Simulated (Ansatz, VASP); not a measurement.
# Y in VASP and in Ansatz

```
Y
1.0
     3.29127    0.00000    0.00000
     0.00000    3.29127    0.00000
     0.00000    0.00000    3.29127
Y
1
Direct
  0.00000 0.00000 0.00000
```

Alike in both runs: functional r2SCAN; k mesh 10 × 10 × 10; occupations fermi-dirac, width 0.05 eV; collinear spin.

Ansatz relaxed the structure, and its values are those at the end. VASP's run is a single point on that final structure, the one shown.

```csv
,VASP,Ansatz
version,VASP 6.6.1,Ansatz 0.2.0
potentials or method,"VASP PAW PBE potentials, release 64 (Y_sv), cutoff 520 eV","plane waves (500 eV) with PAW, scalar-relativistic"
valence electrons in the cell,11,11
```

Ansatz gave:

- pressure (GPa): 0.0
- net moment per atom (μB): 0.90
- size of the moment on the site where the two differ most (μB): 0.58

What did VASP give for the same quantities?

Pressure (GPa): 0.0; net moment per atom (μB): 0.90; size of the moment on the site where the two differ most (μB): 0.66.

VASP's potentials were made for PBE, not for r2SCAN. Site moments also hang on the region over which each program counts them.
